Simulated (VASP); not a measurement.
Crystal: GaSe.

```
CELL_PARAMETERS angstrom
3.74200 0.00000 0.00000
-1.87100 3.24067 0.00000
0.00000 0.00000 15.91900
ATOMIC_POSITIONS crystal
Ga 0.33333 0.66667 0.17700
Ga 0.66667 0.33333 0.67700
Ga 0.33333 0.66667 0.32300
Ga 0.66667 0.33333 0.82300
Se 0.33333 0.66667 0.60000
Se 0.66667 0.33333 0.10000
Se 0.33333 0.66667 0.90000
Se 0.66667 0.33333 0.40000
```

```yaml
Program: VASP 6.6.1
Task: relaxation of cell and atoms
Functional: PBE
Dispersion: D3(BJ)
Potentials_or_basis: VASP PAW PBE potentials, release 64 (Ga_d, Se)
Cutoff: 500 eV
k_mesh: 12 × 12 × 2
Occupations: fermi-dirac, width 0.02 eV
Spin: no spin polarisation
```

At the start: pressure 1.0 GPa; volume 24.13 Å³/atom.

Problem. Where does the relaxation end?

Solution. Over 20 steps the energy falls by 16.5 meV/atom and the volume is 24.58 Å³/atom (+1.9 %); space group P6_3/mmc (No. 194, to 0.1 Å) before and after.

The path:
```tsv
step	energy change (eV)	largest force (eV/Å)	pressure (GPa)	volume (Å³)
1	0.0000	1.2145	1.04	193.04
2	-0.1053	0.3872	0.35	197.41
3	-0.1234	0.0160	0.46	196.13
4	-0.1288	0.0429	-0.15	198.16
5	-0.1288	0.0444	-0.18	198.27
6	-0.1305	0.0174	-0.06	198.01
7	-0.1306	0.0279	-0.01	197.90
8	-0.1308	0.0247	-0.01	197.85
9	-0.1312	0.0164	-0.05	197.69
10	-0.1315	0.0297	-0.11	197.38
11	-0.1315	0.0237	-0.10	197.28
12	-0.1317	0.0064	-0.03	196.98
13	-0.1317	0.0279	0.07	196.37
14	-0.1318	0.0099	-0.01	196.77
15	-0.1318	0.0120	0.01	196.67
16	-0.1318	0.0112	0.01	196.71
17	-0.1318	0.0104	0.00	196.74
18	-0.1318	0.0110	0.01	196.73
19	-0.1318	0.0086	0.01	196.72
20	-0.1318	0.0050	-0.01	196.68
```

Final structure:
```
CELL_PARAMETERS angstrom
3.77188 0.00000 0.00000
-1.88594 3.26654 0.00000
0.00000 0.00000 15.96296
ATOMIC_POSITIONS crystal
Ga 0.33333 0.66667 0.17342
Ga 0.66667 0.33333 0.67342
Ga 0.33333 0.66667 0.32658
Ga 0.66667 0.33333 0.82658
Se 0.33333 0.66667 0.59950
Se 0.66667 0.33333 0.09950
Se 0.33333 0.66667 0.90050
Se 0.66667 0.33333 0.40050
```
